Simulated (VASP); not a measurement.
The system is SiC.

```
Si C
1.0
     5.89622    0.00000    0.00000
     0.00000    5.89622    0.00000
     0.00000    0.00000    5.14948
Si C
8 8
Direct
  0.64097 0.85903 0.93091
  0.64097 0.14097 0.43091
  0.35903 0.85903 0.43091
  0.35903 0.14097 0.93091
  0.14097 0.35903 0.56909
  0.85903 0.64097 0.56909
  0.14097 0.64097 0.06909
  0.85903 0.35903 0.06909
  0.64097 0.85903 0.56909
  0.35903 0.14097 0.56909
  0.64097 0.14097 0.06909
  0.35903 0.85903 0.06909
  0.14097 0.35903 0.93091
  0.14097 0.64097 0.43091
  0.85903 0.35903 0.43091
  0.85903 0.64097 0.93091
```

The cell was built from a structure type or drawn by symmetry, and may not be a known phase.

* Program: VASP 6.6.1
* Task: relaxation of cell and atoms
* Functional: PBE
* Potentials or basis: VASP PAW PBE potentials, release 64 (Si, C)
* Cutoff: 600 eV
* k mesh: 4 × 4 × 4
* Occupations: gaussian, width 0.1 eV
* Spin: no spin polarisation

At the start: pressure 28.2 GPa; volume 11.19 Å³/atom.

Task: How do energy, volume and symmetry change on relaxing?

Result: Over 15 steps the energy falls by 176.1 meV/atom and the volume is 12.41 Å³/atom (+10.9 %); space group P4_2/ncm (No. 138, to 0.1 Å) before and after.

Step by step:
| step | energy change (eV) | largest force (eV/Å) | pressure (GPa) | volume (Å³) |
| --- | --- | --- | --- | --- |
| 1 | 0.0000 | 2.8604 | 28.23 | 179.02 |
| 2 | 2.2557 | 3.9405 | -16.94 | 234.96 |
| 3 | -2.2422 | 1.5383 | 2.50 | 198.85 |
| 4 | -2.2508 | 1.4509 | 3.40 | 197.87 |
| 5 | -2.2267 | 1.0736 | -7.83 | 211.82 |
| 6 | -2.5991 | 0.4107 | -2.75 | 204.39 |
| 7 | -2.7118 | 0.4582 | 0.06 | 200.38 |
| 8 | -2.7242 | 0.5347 | 1.52 | 198.48 |
| 9 | -2.7891 | 0.2400 | 1.37 | 197.78 |
| 10 | -2.7980 | 0.2848 | 1.30 | 197.39 |
| 11 | -2.8153 | 0.0740 | -0.04 | 198.64 |
| 12 | -2.8154 | 0.0791 | -0.18 | 198.77 |
| 13 | -2.8168 | 0.0508 | -0.01 | 198.64 |
| 14 | -2.8169 | 0.0461 | 0.07 | 198.58 |
| 15 | -2.8174 | 0.0148 | 0.06 | 198.61 |

Final structure:
```xyz
16
Lattice="6.1955 0.0000 0.0000 0.0000 6.1955 0.0000 0.0000 0.0000 5.1744" Properties=species:S:1:pos:R:3 pbc="T T T"
Si    3.9707    5.3225    4.7776
Si    3.9707    0.8729    2.1904
Si    2.2248    5.3225    2.1904
Si    2.2248    0.8729    4.7776
Si    0.8729    2.2248    2.9840
Si    5.3225    3.9707    2.9840
Si    0.8729    3.9707    0.3968
Si    5.3225    2.2248    0.3968
C     4.0175    5.2757    2.8432
C     2.1780    0.9198    2.8432
C     4.0175    0.9198    0.2560
C     2.1780    5.2757    0.2560
C     0.9198    2.1780    4.9184
C     0.9198    4.0175    2.3312
C     5.2757    2.1780    2.3312
C     5.2757    4.0175    4.9184
```
